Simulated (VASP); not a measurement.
A run of VASP 6.6.1 is set up as follows.

File INCAR:

```
ALGO     = Normal         # electronic algorithm
EDIFF    = 1E-6           # SCF threshold, eV
ENCUT    = 520            # plane-wave cutoff, eV
GGA      = PE             # functional
ISIF     = 2              # what is computed and relaxed
ISMEAR   = 0              # smearing method
ISPIN    = 2              # spin polarisation
LASPH    = T              # aspherical terms in the spheres
LCHARG   = T              # write CHGCAR
LELF     = T              # ELF
LMAXMIX  = 4              # l up to which the mixer works
LORBIT   = 11             # projections on sites
LREAL    = F              # projectors in reciprocal space
LVHAR    = T            
LWAVE    = F              # write WAVECAR
MAGMOM   = 1 0 0 0 0 0    # initial moments
NBANDS   = 40             # bands
NELM     = 150            # most SCF steps
PREC     = Accurate       # precision mode
SIGMA    = 0.1            # smearing width, eV
```

The input KPOINTS:

```
k-points
0
Gamma
  4 4 4
```

POSCAR

```
AgPbCl4
1.0
    4.5839469300      0.0000000000      0.0000000000
    0.0000000000      4.5839469300      0.0000000000
    0.0000000000      0.0000000000      6.4826799200
Ag Pb Cl
1 1 4
Direct
    0.0000000000      0.0000000000      0.0000000000
    0.5000000000      0.5000000000      0.5000000000
    0.5000000000      0.0000000000      0.2500000000
    0.0000000000      0.5000000000      0.7500000000
    0.5000000000      0.0000000000      0.7500000000
    0.0000000000      0.5000000000      0.2500000000
```

Potentials or basis: VASP PAW PBE potentials, release 64 (Ag, Pb_d, Cl).

Run with:

```bash
$ cat potpaw_PBE.64/Ag/POTCAR potpaw_PBE.64/Pb_d/POTCAR potpaw_PBE.64/Cl/POTCAR > POTCAR
$ mpirun -np 1 vasp_std > vasp.out
```

Question: Estimate the net moment.

Answer: 0.00 μB per cell.

Question: Predict the pressure.

Answer: 7.9 GPa.

Question: What does it give for the largest force?

Answer: 0.558 eV/Å.

Forces in eV/Å, atoms in the order of the input:
```
Ag   0.000  0.000  0.000
Pb   0.000  0.000  0.000
Cl   0.000  0.000 -0.558
Cl   0.000  0.000  0.558
Cl   0.000  0.000  0.558
Cl   0.000  0.000 -0.558
```

Caveat: the cell stands under pressure.
